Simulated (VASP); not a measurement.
The system is ReS.

```
Re S
1.0
     2.94363    0.00000    0.00000
     0.00000    2.94363    0.00000
     0.00000    0.00000    2.94363
Re S
1 1
Direct
  0.00000 0.00000 0.00000
  0.50000 0.50000 0.50000
```

Base run:

| Property | Result |
| --- | --- |
| Program | VASP 6.6.1 |
| Functional | r2SCAN |
| Potentials or basis | VASP PAW PBE potentials, release 64 (Re_sv_GW, S) |
| Cutoff | 550 eV |
| k mesh | 14 × 14 × 14 |
| Occupations | gaussian, width 0.1 eV |
| Spin | no spin polarisation |

Its results: pressure 3.4 GPa.

Question: The run is repeated on the same cell with these changes: potentials or basis from VASP PAW PBE potentials, release 64 (Re_sv_GW, S) to VASP PAW PBE potentials, release 64 (Re, S); cutoff from 550 eV to 520 eV; further incar settings from ALGO = Normal; EDIFF = 1e-06; NBANDS = 18 to ALGO = Normal; EDIFF = 1e-07; NBANDS = 14; valence electrons from 21 to 13. What comes out?

Answer: Pressure 6.4 GPa.

Caveats: the PAW data sets were made with another functional, which shifts forces and pressure a little.
